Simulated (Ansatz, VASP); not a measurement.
## CsSrF3: VASP beside Ansatz

INCAR

```
PREC     = Accurate       # precision mode
ENCUT    = 520            # plane-wave cutoff, eV
EDIFF    = 1E-7           # SCF threshold, eV
ISMEAR   = 0              # smearing method
SIGMA    = 0.05           # smearing width, eV
LREAL    = F              # projectors in reciprocal space
LASPH    = T              # aspherical terms in the spheres
NELM     = 100            # most SCF steps
ALGO     = Normal         # electronic algorithm
ISIF     = 2              # what is computed and relaxed
LWAVE    = F              # write WAVECAR
LCHARG   = F              # write CHGCAR
GGA      = CA             # functional
NBANDS   = 28             # bands
```

The input KPOINTS:

```
regular mesh
0
Gamma
  6 6 6
```

POSCAR

```
CsSrF3
1.0
    4.6917983048      0.0000000000      0.0000000000
    0.0000000000      4.6917983048      0.0000000000
    0.0000000000      0.0000000000      4.7632470100
Cs Sr F
1 1 3
Direct
    0.0000000000      0.0000000000      0.0000000000
    0.5000000000      0.5000000000      0.5000000000
    0.0000000000      0.5000000000      0.5000000000
    0.5000000000      0.0000000000      0.5000000000
    0.5000000000      0.5000000000      0.0000000000
```

Input for Ansatz:

```yaml
crystal:
  lattice:
    - [4.6917983048, 0.0, 0.0]
    - [0.0, 4.6917983048, 0.0]
    - [0.0, 0.0, 4.76324701]
  atoms:
    - { symbol: Cs, position: [0.0, 0.0, 0.0] }
    - { symbol: Sr, position: [0.5, 0.5, 0.5] }
    - { symbol: F, position: [0.0, 0.5, 0.5] }
    - { symbol: F, position: [0.5, 0.0, 0.5] }
    - { symbol: F, position: [0.5, 0.5, 0.0] }
basis:
  ecutwfc: 420
kpoints:
  mp_grid: { grid: [6, 6, 6] }
hamiltonian:
  xc: lda
scf:
  occupations: { method: gaussian, width: 0.05 }
output:
  forces: true
  stress: true
  eigenvalues: true
```

Change from the starting cell: strain -0.015 along x and y, +0.000 along z, atoms carried along.

Alike in both runs: task single point; functional LDA; k mesh 6 × 6 × 6; occupations gaussian, width 0.05 eV; no spin polarisation.

|  | VASP | Ansatz |
| --- | --- | --- |
| version | VASP 6.6.1 | Ansatz 0.2.0 |
| potentials or method | VASP PAW LDA potentials, release 64 (Cs_sv, Sr_sv, F), cutoff 520 eV | scalar-relativistic, plane waves, PAW |
| valence electrons in the cell | 40 | 40 |

|  | VASP | Ansatz | Ansatz less VASP |
| --- | --- | --- | --- |
| gap on the k mesh at the Fermi level (eV) | 6.13 | 6.16 | +0.026 |
| least direct gap on the mesh (eV) | 6.13 | 6.16 | +0.026 |
| pressure (GPa) | -1.7 | -2.0 | -0.30 |
| traceless stress, the component that is largest in VASP (GPa) | -0.84 | -0.80 | +0.044 |

LDA's correlation is that of Perdew and Zunger in VASP and of Perdew and Wang (1992) in Ansatz.

Neither program's run includes spin-orbit coupling.
